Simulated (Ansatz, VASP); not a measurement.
## Ti2Si3 in VASP and in Ansatz

```
Ti Si
1.0
     4.10415    0.00000    0.00000
     0.00000    4.10415    0.00000
     0.00000    0.00000    5.37416
Ti Si
2 3
Direct
  0.00000 0.50000 0.16303
  0.50000 0.00000 0.16303
  0.00000 0.00000 0.43774
  0.00000 0.50000 0.68676
  0.50000 0.00000 0.68676
```

Alike in both runs: task single point; functional PBE; k mesh 4 × 4 × 4; occupations gaussian, width 0.1 eV; collinear spin.

```csv
,VASP,Ansatz
version,VASP 6.6.1,Ansatz 0.2.0
potentials or method,"VASP PAW PBE potentials, release 64 (Ti_sv, Si), cutoff 520 eV","scalar-relativistic, plane waves, PAW"
valence electrons in the cell,36,36
```

|  | VASP | Ansatz | Ansatz less VASP |
| --- | --- | --- | --- |
| gap on the k mesh at the Fermi level (eV) | none | none | - |
| pressure (GPa) | -0.1 | 0.0 | +0.06 |
| traceless stress, the component that is largest in VASP (GPa) | -0.02 | -0.07 | -0.044 |
| rms of the force components (eV/Å) | 0.012 | 0.008 | -0.0037 |
| net moment per atom (μB) | 0.00 | 0.00 | 0.000 |

Atom by atom the forces differ by 0.004 eV/Å (rms over components). A gap of «none» marks a metal or a gap that the smearing closes. With one functional, cell and mesh, what is left measures potentials, basis and numerics. Ansatz's warnings: seeded moment not kept.

The k mesh is coarse, so the values compare programs but aren't converged.
